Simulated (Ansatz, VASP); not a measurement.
## AlN in VASP and in Ansatz

```xyz
2
Lattice="0.0000 2.0350 2.0350 2.0350 0.0000 2.0350 2.0350 2.0350 0.0000" Properties=species:S:1:pos:R:3 pbc="T T T"
Al    0.0000    0.0000    0.0000
N     2.0350    2.0350    2.0350
```

Alike in both runs: functional PBE; k mesh 10 × 10 × 10; occupations gaussian, width 0.02 eV; no spin polarisation.

Ansatz relaxed the structure, and its values are those at the end. VASP's run is a single point on that final structure, the one shown.

```csv
,VASP,Ansatz
version,VASP 6.6.1,Ansatz 0.2.0
potentials or method,"VASP PAW PBE potentials, release 64 (Al, N), cutoff 600 eV","scalar-relativistic, plane waves, PAW"
valence electrons in the cell,8,8
```

VASP gave:

```
gap on the k mesh at the Fermi level (eV) : 4.42
least direct gap on the mesh (eV)         : 5.40
pressure (GPa)                            : -0.3
```

**Question.** Estimate Ansatz's values.

**Answer.** gap on the k mesh at the Fermi level (eV): 4.44; least direct gap on the mesh (eV): 5.39; pressure (GPa): 0.1.

With one functional, cell and mesh, what is left measures potentials, basis and numerics.
